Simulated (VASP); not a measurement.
# Si7O16 (a cell with a defect) in VASP: notebook

The runs below take Si7O16 (a cell with a defect) through single point, with PBE+D3(BJ).

Program: VASP 6.6.1. These are calculated values, not measurements. Logs are shortened: lines on timing, memory, paths and dates and some standing lists are left out, and cuts for length are marked.

**1. The cell of the first run**

The cell holds a defect, 23 atoms: a = 5.877 Å, b = 5.877 Å, c = 5.320 Å, α = 90.00°, β = 90.00°, γ = 90.00°.

**2. Single point, PBE+D3(BJ)**

File INCAR:

```
SYSTEM = Si7O16
ALGO = Normal ; EDIFF = 1E-7
ENCUT = 520 ; GGA = PE
ISIF = 2 ; ISMEAR = -1
IVDW = 12 ; LASPH = .True.
LCHARG = .True. ; LELF = .True.
LREAL = Auto ; LVHAR = .True.
LWAVE = .False. ; NBANDS = 79
NELM = 100 ; PREC = Accurate
SIGMA = 0.05
```

File KPOINTS:

```
k-points
0
Gamma
  2 2 3
  0 0 0
```

File POSCAR:

```
Si7O16
1.0
   -4.1560000000     -4.1560000000      0.0000000000
    4.1560000000     -4.1560000000      0.0000000000
    0.0000000000      0.0000000000      5.3202000000
Si O
7 16
Direct
    0.4606616939      0.5008825794      0.0753454757
   -0.0237295476      0.5006296920      0.2452971693
   -0.0015198508      0.5006480991      0.7386846359
    0.0054173484      0.0006428056     -0.0075158829
    0.5101839509      0.0007231713      0.2510136837
    0.0059959095      0.0006583253      0.4941455208
    0.5058709095      0.0005944418      0.7453011165
    0.1851317372      0.5006834697      0.0004552460
   -0.0003051011      0.1941703561      0.2423168302
    0.8004326275      0.5006150144     -0.0099727454
   -0.0003876323      0.8071176612      0.2423371302
    0.1854569297      0.5006751684      0.4791013496
    0.0105271896      0.1959436959      0.7441688282
    0.8049807507      0.5005685756      0.5025363708
    0.0104397257      0.8053596006      0.7441479644
    0.7056351059      0.0007051251     -0.0081698056
    0.5159718479      0.7152872955      0.2561809706
    0.3072329163      0.0005974495     -0.0008155708
    0.5158194177      0.2861452117      0.2557448968
    0.7051525505      0.0007379692      0.5032590880
    0.4976514678      0.7051031039      0.7767411000
    0.3090519731      0.0006176612      0.4964990038
    0.4975548604      0.2961154957      0.7761779632
```

Potentials or basis: VASP PAW PBE potentials, release 64 (Si, O).

Launch:

```console
$ cat potpaw_PBE.64/Si/POTCAR potpaw_PBE.64/O/POTCAR > POTCAR
$ mpirun -np 1 vasp_std > vasp.out
```

OUTCAR:

```text
SYSTEM = Si7O16
   EDIFF = 1E-7
   ENCUT = 520
   GGA = PE
   ISIF = 2
   ISMEAR = -1
   IVDW = 12
   LASPH = .True.
   LREAL = Auto
   NELM = 100
   PREC = Accurate
 IVDW          = 12

 ion  position               nearest neighbor table
   1  0.461  0.501  0.075-  19 1.62  17 1.62   8 1.67  21 2.00  23 2.01  10 2.05   2 2.99   5 3.10
                             5 3.10
   2  0.976  0.501  0.245-  14 1.70  10 1.71  12 1.75   8 1.79   9 1.81  11 1.81   3 2.63   3 2.70
                             1 2.99
   3  0.998  0.501  0.739-  14 1.69  12 1.76  10 1.77   8 1.77  13 1.79  15 1.79   2 2.63   2 2.70
[... 11 lines left out ...]
  10  0.800  0.501  0.990-   2 1.71   3 1.77   1 2.05
  11  1.000  0.807  0.242-   4 1.75   6 1.76   2 1.81
  12  0.185  0.501  0.479-   2 1.75   3 1.76
  13  0.011  0.196  0.744-   4 1.75   6 1.76   3 1.79
  14  0.805  0.501  0.503-   3 1.69   2 1.70
  15  0.010  0.805  0.744-   4 1.75   6 1.76   3 1.79
  16  0.706  0.001  0.992-   7 1.76   4 1.76   5 1.79
  17  0.516  0.715  0.256-   1 1.62   5 1.68
  18  0.307  0.001  0.999-   4 1.77   7 1.79   5 1.79
  19  0.516  0.286  0.256-   1 1.62   5 1.68
  20  0.705  0.001  0.503-   7 1.74   5 1.76   6 1.77
  21  0.498  0.705  0.777-   7 1.75   1 2.00
  22  0.309  0.001  0.496-   7 1.76   5 1.76   6 1.78
  23  0.498  0.296  0.776-   7 1.75   1 2.01

  LATTYP: Found a simple tetragonal cell.
 ALAT       =     5.8774715652
 C/A-ratio  =     0.9051851533

  Lattice vectors:

 A1 = (  -4.1560000000,  -4.1560000000,   0.0000000000)
 A2 = (   4.1560000000,  -4.1560000000,   0.0000000000)
 A3 = (   0.0000000000,   0.0000000000,   5.3202000000)

Analysis of symmetry for initial positions (statically):
=====================================================================
 Subroutine PRICEL returns:
 Original cell was already a primitive cell.

 Routine SETGRP: Setting up the symmetry group for a
 simple tetragonal supercell.

 Subroutine GETGRP returns: Found  1 space group operations
 (whereof  1 operations were pure point group operations)
 out of a pool of 16 trial point group operations.

The static configuration has the point symmetry C_1 .

Analysis of symmetry for dynamics (positions and initial velocities):
=====================================================================
 Subroutine PRICEL returns:
 Original cell was already a primitive cell.

 Routine SETGRP: Setting up the symmetry group for a
 simple tetragonal supercell.
[... 133 lines left out ...]
   NSW    =      0    number of steps for IOM
   IBRION =     -1    ionic relax: 0-MD 1-quasi-New 2-CG
   NFREE  =      0    steps in history (QN), initial steepest desc. (CG)
   ISIF   =      2    stress and relaxation
   ISYM   =      2    0-nonsym 1-usesym 2-fastsym
   POTIM  = 0.5000    time-step for ionic-motion
   TEBEG  =    0.0;   TEEND  =   0.0 temperature during run
   PSTRESS=    0.0 pullay stress
   NELECT =     124.0000    total number of electrons
   NUPDOWN=      -1.0000    fix difference up-down
   EMIN   =  10.00;   EMAX   =-10.00  energy-range for DOS
   EFERMI =   0.00;   METHOD = LEGACY
   ISMEAR =    -1;   SIGMA  =   0.05  broadening in eV -4-tet -1-fermi 0-gaus
   EFERMI_NEDOS =   21; number of points for ismear=-14 and -15
   IALGO  =     38    algorithm
   IMIX   =      4    mixing-type and parameters
     AMIX     =   0.40;   BMIX     =  1.00
     AMIX_MAG =   1.60;   BMIX_MAG =  1.00
  volume/ion in A,a.u.               =       7.99        53.92
  Fermi-wavevector in a.u.,A,eV,Ry     =   1.435861  2.713384 28.051086  2.061697
  Thomas-Fermi vector in A             =   2.555113
   LORBIT       =      0    0 simple, 1 ext, 2 COOP (PROOUT), +10 PAW based schemes
   GGA     = PE    functional components
   LHFCALC =     F    Hartree Fock is set to
   AEXX    =    0.0000 exact exchange contribution
   IVDW    =    12    specifies the selected vdW correction
   LEPSILON=     F    determine dielectric tensor
   LRPA    =     F    only Hartree local field effects (RPA)
 non-spin polarized calculation
  energy-cutoff  :      520.00
  volume of cell :      183.78
 maximum number of plane-waves:      4996
 NGX is ok and might be reduce to    48
   NGX = 21   NGY = 21   NGZ = 19

 number of electron     123.9999995 magnetization

 Free energy of the ion-electron system (eV)
  ---------------------------------------------------
  ext. energy  EPLUGINS =         0.00000000
  ---------------------------------------------------
  free energy    TOTEN  =      -163.87451590 eV

  energy without entropy =     -163.77049978  energy(sigma->0) =     -163.82250784

 E-fermi :   6.5850     XC(G=0): -12.0416

 val. band max:        6.5733444193   @ k =   0.0000   0.5000   0.3333
 cond. band min:       6.6010953291   @ k =   0.5000   0.5000   0.0000
 fundamental gap:      0.0277509098
 Fermi energy:         6.5849611867

 k-point     1 :       0.0000    0.0000    0.0000
  band No.  band energies     occupation
      1     -15.5321      2.00000
      2     -13.8900      2.00000
      3     -13.2757      2.00000
      4     -13.0050      2.00000
      5     -12.8604      2.00000
      6     -12.4999      2.00000
[... 605 lines left out ...]
     73      17.5620      0.00000
     74      17.5992      0.00000
 [bands above 74 left out]

------------------------ aborting loop because EDIFF is reached ----------------------------------------

 Edisp (eV)   -4.98435

 E8    (eV) :    -1.6836

  FORCE on cell =-STRESS in cart. coord.  units (eV):
  Direction    XX          YY          ZZ          XY          YZ          ZX
  --------------------------------------------------------------------------------------
  -------------------------------------------------------------------------------------
  Total      15.60544    15.58857    12.92963    -0.25619    -1.75821    -1.70252
  in kB     136.04340   135.89635   112.71653    -2.23341   -15.32755   -14.84203
  external pressure =      128.22 kB  Pullay stress =        0.00 kB

 VOLUME and BASIS-vectors are now :
 -----------------------------------------------------------------------------
  energy-cutoff  :      520.00
  volume of cell :      183.78
      direct lattice vectors                 reciprocal lattice vectors
    -4.156000000 -4.156000000  0.000000000    -0.120307988 -0.120307988  0.000000000
     4.156000000 -4.156000000  0.000000000     0.120307988 -0.120307988  0.000000000
     0.000000000  0.000000000  5.320200000     0.000000000  0.000000000  0.187962859

 POSITION                                       TOTAL-FORCE (eV/Angst)
 -----------------------------------------------------------------------------------
      0.16716     -3.99618      0.40085        -1.904809     -1.904314     -4.375193
     -1.97676     -6.13800      1.30503        -0.445881     -0.445705     -0.037402
     -2.06899     -6.23038      3.92995        -0.035141     -0.034085      0.329769
     -0.01984     -0.02519      5.28021         0.014118      0.015880      0.084452
     -2.11732     -2.12333      1.33544         0.069234      0.069409      0.134631
     -0.02218     -0.02765      2.62895         0.011999      0.013191      0.056150
[... 15 lines left out ...]
     -1.28185     -1.28699      2.64147         0.022167      0.021699      0.140760
     -0.83718     -3.29849      4.12942         0.381962     -0.110212      0.535374
 -----------------------------------------------------------------------------------
    total drift:                                0.024770      0.020179     -0.004608

  FREE ENERGIE OF THE ION-ELECTRON SYSTEM (eV)
  ---------------------------------------------------
  free  energy   TOTEN  =      -168.8588689811 eV

  energy  without entropy=     -168.7548528675  energy(sigma->0) =     -168.80686092
```

OSZICAR:

```text
N       E                     dE             d eps       ncg     rms          rms(c)
DAV:   1     0.687057255906E+03    0.68706E+03   -0.70598E+04  1264   0.154E+03
[... 17 lines left out ...]
DAV:  19    -0.163874524369E+03    0.61540E-04   -0.81415E-04  1456   0.680E-02    0.482E-02
DAV:  20    -0.163874521040E+03    0.33291E-05   -0.12990E-04  1496   0.315E-02    0.277E-02
DAV:  21    -0.163874518185E+03    0.28554E-05   -0.30320E-05  1552   0.168E-02    0.206E-02
DAV:  22    -0.163874515741E+03    0.24435E-05   -0.14593E-05  1472   0.113E-02    0.464E-03
DAV:  23    -0.163874516056E+03   -0.31456E-06   -0.28290E-06  1456   0.498E-03    0.587E-03
DAV:  24    -0.163874515904E+03    0.15156E-06   -0.45475E-07   800   0.178E-03    0.254E-03
DAV:  25    -0.163874515897E+03    0.71741E-08   -0.22655E-07   800   0.137E-03
   1 F= -.16885887E+03 E0= -.16880686E+03  d E =-.104016E+00
```

stdout:

```text
POSCAR found type information on POSCAR SiO
 POSCAR found :  2 types and      23 ions
 scaLAPACK will be used
 LDA part: xc-table for (Slater+PW92), standard interpolation
 POSCAR, INCAR and KPOINTS ok, starting setup
 FFT: planning ... GRIDC
 FFT: planning ... GRID_SOFT
 FFT: planning ... GRID
 WAVECAR not read
 entering main loop
```

Run time: 4 min. Hardware: 1 thread of Intel Xeon Platinum 8488C (Sapphire Rapids), shared host; peak memory 0.31 GiB.

Results:

```yaml
Free_energy: -168.8589 eV
Pressure: 12.8 GPa
Largest_force: 5.138 eV/Å
Band_gap_on_the_k_mesh: zero (bands 62 and 63 overlap by 0.24 eV)
Dispersion_energy_per_atom: -0.217 eV
```

Forces on the atoms (eV/Å):
```
Si  -1.905 -1.904 -4.375
Si  -0.446 -0.446 -0.037
Si  -0.035 -0.034  0.330
Si   0.014  0.016  0.084
Si   0.069  0.069  0.135
Si   0.012  0.013  0.056
Si   0.077  0.076  0.072
O    0.076  0.078  0.380
O    0.012 -0.018  0.085
O    0.194  0.193  0.381
O   -0.017  0.010  0.084
O    0.375  0.374  1.061
O    0.095  0.119  0.136
O   -0.023 -0.024 -0.090
O    0.118  0.095  0.135
O    0.055  0.055  0.127
O    0.205  0.699  0.072
O    0.030  0.026  0.022
O    0.694  0.207  0.082
O    0.102  0.103  0.062
O   -0.105  0.383  0.523
O    0.022  0.022  0.141
O    0.382 -0.110  0.535
```

Stress tensor (GPa, compression positive):
```
13.60 -0.22 -1.48
-0.22 13.59 -1.53
-1.48 -1.53 11.27
```

Caveat: the k points lie up to 0.53 Å⁻¹ apart.

[end of part 1 of 4]

The gap in the log of VASP goes by the Fermi energy; the results here count the filled bands.